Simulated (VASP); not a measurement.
# Ta2H3 (Cmmm) in VASP: a series of runs

Runs on Ta2H3. Level: PBE. Tasks: single point, relaxation of cell and atoms.

All numbers are computed with VASP 6.6.1; they aren't measurements. Logs are shortened: lines on timing, memory, paths and dates and some standing lists are left out, and cuts for length are marked.

## 1. The cell of the first run

The structure is orthorhombic, space group Cmmm (No. 65). Conventional cell: a = 4.410 Å, b = 5.722 Å, c = 5.473 Å, α = 90.00°, β = 90.00°, γ = 90.00°. Ta (site symmetry mmm) has 4 Ta at 2.20 to 2.86 Å within 2.9 Å. Ta (site symmetry mmm) has 4 Ta at 2.20 to 2.86 Å and 2 H at 2.74 Å within 2.9 Å. Within 2.4 Å of H (site symmetry 2/m) lie 4 H at 1.81 to 2.20 Å. Within 2.4 Å of H (site symmetry mmm) lie 4 H at 1.81 Å.

## 2. Single point, PBE

The input, INCAR:

```
SYSTEM = Ta2H3
ALGO     = Normal         ! electronic algorithm
EDIFF    = 1E-7           ! SCF threshold, eV
ENCUT    = 520            ! plane-wave cutoff, eV
GGA      = PE             ! functional
ISIF     = 2              ! what is computed and relaxed
ISMEAR   = 0              ! smearing method
LASPH    = .TRUE.         ! aspherical terms in the spheres
LCHARG   = .FALSE.        ! write CHGCAR
LREAL    = .FALSE.        ! projectors in reciprocal space
LWAVE    = .FALSE.        ! write WAVECAR
NBANDS   = 20             ! bands
NELM     = 100            ! most SCF steps
PREC     = Accurate       ! precision mode
SIGMA    = 0.1            ! smearing width, eV
```

The input, KPOINTS:

```
k-points
0
G
  6 6 4
  0 0 0
```

The input, POSCAR:

```
Ta2H3
1.0
    2.2048746700     -2.8609199700      0.0000000000
    2.2048746700      2.8609199700      0.0000000000
    0.0000000000      0.0000000000      5.4732923500
Ta H
2 3
Direct
    0.0000000000      0.0000000000      0.5000000000
    0.5000000000      0.5000000000      0.5000000000
    0.0000000000      0.5000000000      0.0000000000
    0.5000000000      0.0000000000      0.0000000000
    0.5000000000      0.5000000000      0.0000000000
```

Potentials or basis: VASP PAW PBE potentials, release 64 (Ta_pv, H).

On the command line:

```
cat potpaw_PBE.64/Ta_pv/POTCAR potpaw_PBE.64/H/POTCAR > POTCAR
mpirun -np 1 vasp_std > vasp.out
```

OUTCAR:

```text
SYSTEM = Ta2H3
   EDIFF = 1E-7
   ENCUT = 520
   GGA = PE
   ISIF = 2
   ISMEAR = 0
   LASPH = .TRUE.
   LREAL = .FALSE.
   NELM = 100
   PREC = Accurate

 ion  position               nearest neighbor table
   1  0.000  0.000  0.500-   2 2.20   2 2.20   2 2.86   2 2.86
   2  0.500  0.500  0.500-   1 2.20   1 2.20   1 2.86   1 2.86
   3  0.000  0.500  0.000-
   4  0.500  0.000  0.000-
   5  0.500  0.500  0.000-

  LATTYP: Found a base centered orthorhombic cell.
 ALAT       =     4.4097493400
 B/A-ratio  =     1.2975431252
 C/A-ratio  =     1.2411799238

  Lattice vectors:

 A1 = (   2.2048746700,  -2.8609199700,   0.0000000000)
 A2 = (   2.2048746700,   2.8609199700,   0.0000000000)
 A3 = (   0.0000000000,   0.0000000000,   5.4732923500)

Analysis of symmetry for initial positions (statically):
=====================================================================
 Subroutine PRICEL returns:
 Original cell was already a primitive cell.

 Routine SETGRP: Setting up the symmetry group for a
 base centered orthorhombic supercell.

 Subroutine GETGRP returns: Found  8 space group operations
 (whereof  8 operations were pure point group operations)
 out of a pool of  8 trial point group operations.

The static configuration has the point symmetry D_2h.

Analysis of symmetry for dynamics (positions and initial velocities):
=====================================================================
 Subroutine PRICEL returns:
 Original cell was already a primitive cell.

 Routine SETGRP: Setting up the symmetry group for a
 base centered orthorhombic supercell.

 Subroutine GETGRP returns: Found  8 space group operations
 (whereof  8 operations were pure point group operations)
 out of a pool of  8 trial point group operations.

The dynamic configuration has the point symmetry D_2h.

 Subroutine INISYM returns: Found  8 space group operations
 (whereof  8 operations are pure point group operations),
 and found     1 'primitive' translations

----------------------------------------------------------------------------------------

                                     Primitive cell

  volume of cell :      69.0507

  direct lattice vectors                    reciprocal lattice vectors
     2.204874670 -2.860919970  0.000000000     0.226770259 -0.174768957  0.000000000
     2.204874670  2.860919970  0.000000000     0.226770259  0.174768957  0.000000000
     0.000000000  0.000000000  5.473292350     0.000000000  0.000000000  0.182705388

  length of vectors
     3.611971122  3.611971122  5.473292350     0.286302181  0.286302181  0.182705388

  position of ions in fractional coordinates (direct lattice)
     0.000000000  0.000000000  0.500000000
     0.500000000  0.500000000  0.500000000
     0.000000000  0.500000000  0.000000000
     0.500000000  0.000000000  0.000000000
     0.500000000  0.500000000  0.000000000

  ion indices of the primitive-cell ions
   primitive index   ion index
                 1           1
                 2           2
                 3           3
                 4           4
                 5           5

----------------------------------------------------------------------------------------

 KPOINTS: k-points

Automatic generation of k-mesh.
 Grid dimensions read from file:
 generate k-points for:    6    6    4

 Generating k-lattice:

  Cartesian coordinates                     Fractional coordinates (reciprocal lattice)
     0.037795043 -0.029128160  0.000000000     0.166666667 -0.000000000  0.000000000
     0.037795043  0.029128160  0.000000000    -0.000000000  0.166666667  0.000000000
     0.000000000  0.000000000  0.045676347     0.000000000  0.000000000  0.250000000

  Length of vectors
     0.047717030  0.047717030  0.045676347

  Shift w.r.t. Gamma in fractional coordinates (k-lattice)
     0.000000000  0.000000000  0.000000000

 Subroutine IBZKPT returns following result:
 ===========================================

 Found     39 irreducible k-points:

 Following reciprocal coordinates:
            Coordinates               Weight
  0.000000  0.000000  0.000000      1.000000
  0.166667 -0.000000  0.000000      4.000000
  0.333333  0.000000  0.000000      4.000000
  0.500000  0.000000  0.000000      2.000000
  0.166667  0.166667  0.000000      2.000000
  0.333333  0.166667  0.000000      4.000000
[... 16 lines left out ...]
  0.333333  0.333333  0.250000      4.000000
  0.500000  0.333333  0.250000      8.000000
 [... further k-points ...]
   k-points           NKPTS =     39   k-points in BZ     NKDIM =     39   number of bands    NBANDS=     20
   number of dos      NEDOS =    301   number of ions     NIONS =      5
   total plane-waves  NPLWV =  32928
   dimension x,y,z NGX =    28 NGY =   28 NGZ =   42
   dimension x,y,z NGXF=    56 NGYF=   56 NGZF=   84
   ions per type =               2   3
   NGX,Y,Z   is equivalent  to a cutoff of  12.89, 12.89, 12.76 a.u.
   NGXF,Y,Z  is equivalent  to a cutoff of  25.77, 25.77, 25.51 a.u.
 SYSTEM =  Ta2H3
   PREC   = accura    normal or accurate (medium, high low for compatibility)
   ISTART =      0    job   : 0-new  1-cont  2-samecut
   ICHARG =      2    charge: 1-file 2-atom 10-const
   ISPIN  =      1    spin polarized calculation?
   LNONCOLLINEAR =      F non collinear calculations
   LSORBIT =      F    spin-orbit coupling
   LASPH  =      T    aspherical Exc in radial PAW
   ENCUT  =  520.0 eV  38.22 Ry    6.18 a.u.   6.72  6.72 10.18*2*pi/ulx,y,z
   NELM   =    100;   NELMIN=  2; NELMDL= -5     # of ELM steps
   EDIFF  = 0.1E-06   stopping-criterion for ELM
   LREAL  =      F    real-space projection
   EDIFFG = 0.1E-05   stopping-criterion for IOM
   NSW    =      0    number of steps for IOM
   IBRION =     -1    ionic relax: 0-MD 1-quasi-New 2-CG
   NFREE  =      0    steps in history (QN), initial steepest desc. (CG)
   ISIF   =      2    stress and relaxation
   ISYM   =      2    0-nonsym 1-usesym 2-fastsym
   POTIM  = 0.5000    time-step for ionic-motion
   TEBEG  =    0.0;   TEEND  =   0.0 temperature during run
   PSTRESS=    0.0 pullay stress
   NELECT =      25.0000    total number of electrons
   NUPDOWN=      -1.0000    fix difference up-down
   EMIN   =  10.00;   EMAX   =-10.00  energy-range for DOS
   EFERMI =   0.00;   METHOD = LEGACY
   ISMEAR =     0;   SIGMA  =   0.10  broadening in eV -4-tet -1-fermi 0-gaus
   EFERMI_NEDOS =   21; number of points for ismear=-14 and -15
   IALGO  =     38    algorithm
   IMIX   =      4    mixing-type and parameters
     AMIX     =   0.40;   BMIX     =  1.00
     AMIX_MAG =   1.60;   BMIX_MAG =  1.00
  volume/ion in A,a.u.               =      13.81        93.20
  Fermi-wavevector in a.u.,A,eV,Ry     =   1.166806  2.204944 18.523473  1.361437
  Thomas-Fermi vector in A             =   2.303315
   LORBIT       =      0    0 simple, 1 ext, 2 COOP (PROOUT), +10 PAW based schemes
   GGA     = PE    functional components
   LHFCALC =     F    Hartree Fock is set to
   AEXX    =    0.0000 exact exchange contribution
   IVDW    =     0    specifies the selected vdW correction
   LEPSILON=     F    determine dielectric tensor
   LRPA    =     F    only Hartree local field effects (RPA)
 non-spin polarized calculation
 Gauss-broadening in eV      SIGMA  =   0.10
  energy-cutoff  :      520.00
  volume of cell :       69.05
 maximum number of plane-waves:      1879
   NGX = 13   NGY = 13   NGZ = 21

 number of electron      25.0000000 magnetization

 Free energy of the ion-electron system (eV)
  ---------------------------------------------------
  ext. energy  EPLUGINS =         0.00000000
  ---------------------------------------------------
  free energy    TOTEN  =       -22.56725676 eV

  energy without entropy =      -22.55192947  energy(sigma->0) =      -22.55959311

 E-fermi :   1.8095     XC(G=0):  -9.9134

 val. band max:        1.7939974148   @ k =   0.5000   0.1667   0.0000
 cond. band min:       1.8144270274   @ k =   0.5000   0.0000   0.2500
 fundamental gap:      0.0204296126
 Fermi energy:         1.8095439065

 k-point     1 :       0.0000    0.0000    0.0000
  band No.  band energies     occupation
      1     -35.2570      2.00000
      2     -32.8140      2.00000
      3     -32.1766      2.00000
      4     -32.0886      2.00000
      5     -31.8641      2.00000
      6     -29.4673      2.00000
[... 12 lines left out ...]
     19       9.3675      0.00000
     20       9.8234      0.00000

 k-point     2 :       0.1667   -0.0000    0.0000
  band No.  band energies     occupation
      1     -34.9485      2.00000
      2     -32.7533      2.00000
      3     -32.1864      2.00000
      4     -32.1105      2.00000
      5     -31.9307      2.00000
      6     -29.9755      2.00000
[... 12 lines left out ...]
     19       8.4279      0.00000
     20       9.1681      0.00000

 k-point     3 :       0.3333    0.0000    0.0000
  band No.  band energies     occupation
      1     -34.0650      2.00000
      2     -32.5856      2.00000
      3     -32.2022      2.00000
      4     -32.1579      2.00000
      5     -32.1100      2.00000
      6     -31.2371      2.00000
[... 12 lines left out ...]
     19       6.0735      0.00000
     20       6.6709      0.00000

 k-point     4 :       0.5000    0.0000    0.0000
  band No.  band energies     occupation
      1     -32.7528      2.00000
      2     -32.7329      2.00000
      3     -32.3697      2.00000
      4     -32.3317      2.00000
      5     -32.1964      2.00000
      6     -32.1912      2.00000
[... 429 lines left out ...]
 k-point    23 :       0.3333    0.3333    0.2500
  band No.  band energies     occupation
      1     -34.1397      2.00000
      2     -32.8092      2.00000
      3     -32.5184      2.00000
      4     -32.1695      2.00000
      5     -31.5852      2.00000
      6     -31.1828      2.00000
[... 12 lines left out ...]
     19       6.0779      0.00000
     20       7.0820      0.00000

 k-point    24 :       0.5000    0.3333    0.2500
  band No.  band energies     occupation
      1     -35.0408      2.00000
      2     -32.9183      2.00000
      3     -32.6727      2.00000
      4     -31.9961      2.00000
      5     -31.4820      2.00000
      6     -29.9264      2.00000
[... 12 lines left out ...]
     19       6.8556      0.00000
     20       7.8196      0.00000

 [... further k-points ...]
[... 5 lines left out ...]
  --------------------------------------------------------------------------------------
  -------------------------------------------------------------------------------------
  Total       27.5802622     -4.1196388     -7.5924562      0.0000000      0.0000000      0.0000000
  in kB      639.9421456    -95.5875787   -176.1670251      0.0000000      0.0000000      0.0000000
  external PRESSURE =     122.7291806 kB  Pullay stress =       0.0000000 kB

 VOLUME and BASIS-vectors are now :
 -----------------------------------------------------------------------------
  energy-cutoff  :      520.00
  volume of cell :       69.05
      direct lattice vectors                 reciprocal lattice vectors
     2.204874670 -2.860919970  0.000000000     0.226770259 -0.174768957  0.000000000
     2.204874670  2.860919970  0.000000000     0.226770259  0.174768957  0.000000000
     0.000000000  0.000000000  5.473292350     0.000000000  0.000000000  0.182705388

 POSITION                                       TOTAL-FORCE (eV/Angst)
 -----------------------------------------------------------------------------------
      0.00000      0.00000      2.73665        -0.000000      0.000000      0.000000
      2.20487      0.00000      2.73665         0.000000     -0.000000      0.000000
      1.10244      1.43046      0.00000        -0.000000      0.000000      0.000000
      1.10244     -1.43046      0.00000        -0.000000      0.000000      0.000000
      2.20487      0.00000      0.00000        -0.000000      0.000000      0.000000
 -----------------------------------------------------------------------------------
    total drift:                                0.000000      0.000000      0.000000

  FREE ENERGIE OF THE ION-ELECTRON SYSTEM (eV)
  ---------------------------------------------------
  free  energy   TOTEN  =       -22.5672567581 eV

  energy  without entropy=      -22.5519294651  energy(sigma->0) =      -22.55959311
```

It took 82 s on 1 thread of Intel Xeon 8259CL, shared host; peak memory 0.2 GiB.

Results:

```yaml
Free_energy: -22.5673 eV
Pressure: 12.3 GPa
```

Caveat: spin-orbit coupling is left out, which moves the levels of the heavy elements.

## 3. Relaxation of cell and atoms, PBE

The input, INCAR:

```
ALGO = Normal
EDIFF = 1E-6
EDIFFG = -0.04
ENCUT = 600
GGA = PE
IBRION = 2
ISIF = 3
ISMEAR = 0
LASPH = True
LCHARG = False
LREAL = False
LWAVE = False
NELM = 80
NSW = 90
PREC = Accurate
SIGMA = 0.1
```

The input, KPOINTS:

```
k-points
0
Gamma
  6 6 4
```

POSCAR is that of step 2.

Potentials or basis: VASP PAW PBE potentials, release 64 (Ta_pv, H).

On the command line:

```
cat potpaw_PBE.64/Ta_pv/POTCAR potpaw_PBE.64/H/POTCAR > POTCAR
mpirun -np 1 vasp_std > vasp.out
```

Run time: 16 min. Hardware: 1 thread of Intel Xeon 8259CL, shared host; peak memory 0.25 GiB.

It converged, with:

* Free energy: -29.2784 eV
* Relaxed volume: 10.16 Å³/atom
* Relaxed cell: a = 3.891 Å, b = 3.891 Å, c = 3.356 Å, α = 90.00°, β = 90.00°, γ = 90.10°
* Space group after relaxing (to 0.05 Å): P4/mmm (No. 123)
* Energy gained by relaxing: 1342.2 meV/atom
* Ionic steps: 16
* Pressure after relaxing: -0.1 GPa

Stress tensor (GPa, compression positive):
```
 0.22  0.00  0.00
 0.00 -0.10  0.00
 0.00  0.00 -0.54
```

The path:
```tsv
step	energy change (eV)	largest force (eV/Å)	pressure (GPa)	volume (Å³)
1	0.0000	0.0000	12.30	69.05
2	-2.3581	0.0000	-16.82	77.83
3	-2.3283	0.0000	-13.92	76.03
4	-3.9424	0.0000	-10.14	64.48
5	1.2969	0.0000	152.72	33.68
6	-4.6855	0.0000	-5.47	59.03
7	-5.3366	0.0000	25.24	45.82
8	-5.4227	0.0000	6.38	51.43
9	-6.2031	0.0000	9.78	48.43
10	-6.2859	0.0000	12.74	47.31
11	-6.2870	0.0000	13.83	47.00
12	-6.5914	0.0000	4.00	49.54
13	-6.6781	0.0000	-2.40	51.69
14	-6.6791	0.0000	-3.11	51.97
15	-6.7036	0.0000	-1.59	51.35
16	-6.7108	0.0000	-0.14	50.81
```

Final structure:
```
Ta H
1.0
     2.74911   -2.75416    0.00000
     2.74911    2.75416    0.00000
     0.00000    0.00000    3.35560
Ta H
2 3
Direct
  0.00000 0.00000 0.50000
  0.50000 0.50000 0.50000
  0.00000 0.50000 0.00000
  0.50000 0.00000 0.00000
  0.50000 0.50000 0.00000
```

Levels at points of the mesh, in eV from the Fermi level:
| k point | band 11 | band 12 | band 13 | band 14 | band 15 | band 16 |
| --- | --- | --- | --- | --- | --- | --- |
| (0.00, 0.00, 0.00) | -1.81 | 0.43 | 0.45 | 2.58 | 3.96 | 3.99 |
| (0.50, 0.00, 0.00) | -0.08 | -0.08 | 0.86 | 1.02 | 1.35 | 1.49 |
| (0.50, 0.50, 0.00) | -2.84 | -1.36 | -0.81 | -0.80 | 1.85 | 1.92 |
| (0.00, 0.00, 0.50) | -2.27 | -2.25 | -2.07 | 0.58 | 2.53 | 2.56 |
| (0.50, 0.00, 0.50) | -0.71 | -0.60 | -0.15 | 0.53 | 0.56 | 1.77 |
| (0.50, 0.50, 0.50) | -2.54 | 2.08 | 2.12 | 2.18 | 2.19 | 3.26 |

Caveat: the volume moved by over 15 % at a fixed basis, so the end points are rough; spin-orbit coupling is left out, which moves the levels of the heavy elements.
